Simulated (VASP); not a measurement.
A run of VASP 6.6.1:

File INCAR:

```
ALGO = Normal
EDIFF = 1E-6
EDIFFG = -0.02
ENCUT = 600
GGA = PS
IBRION = 2
ISIF = 3
ISMEAR = -1
LASPH = True
LCHARG = False
LREAL = False
LWAVE = False
NELM = 100
NSW = 60
PREC = Accurate
SIGMA = 0.1
```

The input KPOINTS:

```
k-points
0
Gamma
  5 5 5
```

File POSCAR:

```
YZn
1.0
    3.5600000000      0.0000000000      0.0000000000
    0.0000000000      3.5600000000      0.0000000000
    0.0000000000      0.0000000000      3.5600000000
Y Zn
1 1
Direct
    0.0000000000      0.0000000000      0.0000000000
    0.5000000000      0.5000000000      0.5000000000
```

Potentials or basis: VASP PAW PBE potentials, release 64 (Y_sv, Zn).

Run with:

```sh
$ cat potpaw_PBE.64/Y_sv/POTCAR potpaw_PBE.64/Zn/POTCAR > POTCAR
$ mpirun -np 1 vasp_std > vasp.out
```

Hardware: 1 thread of AMD EPYC 7R13 Processor (Zen 3), with other jobs on the host.

**Question.** How long does it take, and how much memory?

**Answer.** Run time: 25 s on 1 thread of AMD EPYC 7R13 Processor (Zen 3) (shared host), peak memory 0.14 GiB. Counts: scf iterations 30, k points 10, ion steps 3.
